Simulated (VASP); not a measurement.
Write the native input for VASP 6.6.1 that does the following.

```
Task                   : single point
Functional             : PBE
Potentials or basis    : VASP PAW PBE potentials, release 64 (V_sv)
Cutoff                 : 520 eV
k mesh                 : 19 × 19 × 19
Occupations            : fermi-dirac, width 0.1 eV
Spin                   : no spin polarisation
Dipole correction      : no
Further INCAR settings : ALGO = Normal; EDIFF = 1e-06; NBANDS = 12
```

The structure of V lies in POSCAR:

```
V
1.0
   -1.3825484876      1.3825484876      1.3825484876
    1.3825484876     -1.3825484876      1.3825484876
    1.3825484876      1.3825484876     -1.3825484876
V
1
Direct
    0.0000000000      0.0000000000      0.0000000000
```

The input as run:

INCAR

```
ALGO = Normal
EDIFF = 1E-6
ENCUT = 520
GGA = PE
ISIF = 2
ISMEAR = -1
LASPH = True
LCHARG = False
LREAL = False
LWAVE = False
NBANDS = 12
NELM = 100
PREC = Accurate
SIGMA = 0.1
```

KPOINTS

```
k-points
0
Gamma
  19 19 19
```

Potentials or basis: VASP PAW PBE potentials, release 64 (V_sv).

Launch:

```bash
$ cat potpaw_PBE.64/V_sv/POTCAR > POTCAR
$ mpirun -np 1 vasp_std > vasp.out
```

Results of the run:

```
Pressure               : 70.0 GPa
Band gap on the k mesh : zero (an odd number of electrons rules out a gap without spin polarisation)
```

Caveat: the cell stands under pressure.

Run time: 30 s on 1 thread of Intel Xeon 8259CL, on a shared host, peak memory 0.14 GiB.
